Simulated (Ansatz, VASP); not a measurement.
**SiO2: VASP beside Ansatz**

```
Si O
1.0
     4.95161    0.00000    0.00000
     0.00000    4.95161    0.00000
     0.00000    0.00000    6.88075
Si O
4 8
Direct
  0.30519 0.30519 0.00000
  0.19481 0.80519 0.25000
  0.69481 0.69481 0.50000
  0.80519 0.19481 0.75000
  0.23704 0.11469 0.18384
  0.38531 0.73704 0.43384
  0.76296 0.88531 0.68384
  0.61469 0.26296 0.93384
  0.73704 0.38531 0.56616
  0.88531 0.76296 0.31616
  0.26296 0.61469 0.06616
  0.11469 0.23704 0.81616
```

Alike in both runs: functional r2SCAN; k mesh 6 × 6 × 4; occupations fermi-dirac, width 0.02 eV; no spin polarisation.

Ansatz relaxed the structure, and its values are those at the end. VASP's run is a single point on that final structure, the one shown.

```csv
,VASP,Ansatz
version,VASP 6.6.1,Ansatz 0.2.0
potentials or method,"VASP PAW PBE potentials, release 64 (Si, O), cutoff 520 eV",PAW plane waves
valence electrons in the cell,64,64
```

|  | VASP | Ansatz | Ansatz less VASP |
| --- | --- | --- | --- |
| gap on the k mesh at the Fermi level (eV) | 6.38 | 6.39 | +0.003 |
| pressure (GPa) | 0.4 | 0.3 | -0.16 |
| rms of the force components (eV/Å) | 0.008 | 0.003 | -0.0056 |

VASP's potentials were made for PBE, not for r2SCAN. Ansatz's warnings: stress scf threshold loose.
